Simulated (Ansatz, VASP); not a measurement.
## Two plane-wave programs on MgO

The input INCAR:

```
SYSTEM = MgO
PREC = Accurate
ENCUT = 520
EDIFF = 1E-6
ISMEAR = 0
SIGMA = 0.05
LREAL = .False.
LASPH = .True.
NELM = 60
ALGO = Normal
ISIF = 2
LWAVE = .False.
LCHARG = .False.
GGA = PE
NBANDS = 16
```

The input KPOINTS:

```
regular mesh
0
Gamma
  9 9 6
  0 0 0
```

The input POSCAR:

```
MgO
1.0
    3.5213164829      0.0000000000      0.0000000000
   -1.7606582415      3.0495495290      0.0000000000
    0.0000000000      0.0000000000      4.3666000000
Mg O
2 2
Direct
    0.6666666667      0.3333333333      0.7500000000
    0.3333333333      0.6666666667      0.2500000000
    0.6666666667      0.3333333333      0.2500000000
    0.3333333333      0.6666666667      0.7500000000
```

Input for Ansatz:

```yaml
crystal:
  lattice:
    - [3.5213164829, 0.0, 0.0]
    - [-1.7606582415, 3.049549529, 0.0]
    - [0.0, 0.0, 4.3666]
  atoms:
    - { symbol: Mg, position: [0.6666666667, 0.3333333333, 0.75] }
    - { symbol: Mg, position: [0.3333333333, 0.6666666667, 0.25] }
    - { symbol: O, position: [0.6666666667, 0.3333333333, 0.25] }
    - { symbol: O, position: [0.3333333333, 0.6666666667, 0.75] }
basis:
  ecutwfc: 520.0
kpoints:
  mp_grid: { grid: [9, 9, 6] }
hamiltonian:
  xc: pbe
  pseudopotentials: { kind: paw, azcp: { folder: soft_1 } }
scf:
  occupations: { method: gaussian, width: 0.05 }
output:
  forces: true
  stress: true
  eigenvalues: true
  write_density: true
  write_potential: true
  elf: true
  volumetric_format: npy
```

Alike in both runs: task single point; functional PBE; k mesh 9 × 9 × 6; occupations gaussian, width 0.05 eV; no spin polarisation.

|  | VASP | Ansatz |
| --- | --- | --- |
| version | VASP 6.6.1 | Ansatz 0.2.0 |
| potentials or method | VASP PAW PBE potentials, release 64 (Mg, O), cutoff 520 eV | scalar-relativistic, plane waves, PAW |
| valence electrons in the cell | 16 | 32 |

|  | VASP | Ansatz | Ansatz less VASP |
| --- | --- | --- | --- |
| gap on the k mesh at the Fermi level (eV) | 3.07 | 3.09 | +0.021 |
| least direct gap on the mesh (eV) | 3.07 | 3.09 | +0.021 |
| pressure (GPa) | -3.9 | -3.4 | +0.56 |
| traceless stress, the component that is largest in VASP (GPa) | -2.58 | -2.47 | +0.105 |

VASP's potentials hold 16 valence electrons a cell and Ansatz's 32, so a difference there can come from the potentials and not from the codes.
